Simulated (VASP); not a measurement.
K:

```
K
1.0
    -2.69756    2.69756    2.69756
     2.69756   -2.69756    2.69756
     2.69756    2.69756   -2.69756
K
1
Direct
  0.00000 0.00000 0.00000
```

Base run:

```yaml
Program: VASP 6.6.1
Functional: LDA
Potentials_or_basis: VASP PAW LDA potentials, release 64 (K_sv)
Cutoff: 520 eV
k_mesh: 7 × 7 × 7
Occupations: fermi-dirac, width 0.05 eV
Spin: no spin polarisation
```

Its results: band gap on the k mesh zero (an odd number of electrons rules out a gap without spin polarisation); pressure -0.6 GPa.

**Question.** The run is repeated on the same cell with these changes: functional from LDA to BLYP; potentials or basis from VASP PAW LDA potentials, release 64 (K_sv) to VASP PAW PBE potentials, release 64 (K_sv). What comes out?

**Answer.** Band gap on the k mesh zero (an odd number of electrons rules out a gap without spin polarisation); pressure -0.1 GPa.

Caveats: the PAW data sets were made with another functional, which shifts forces and pressure a little (at least some runs).
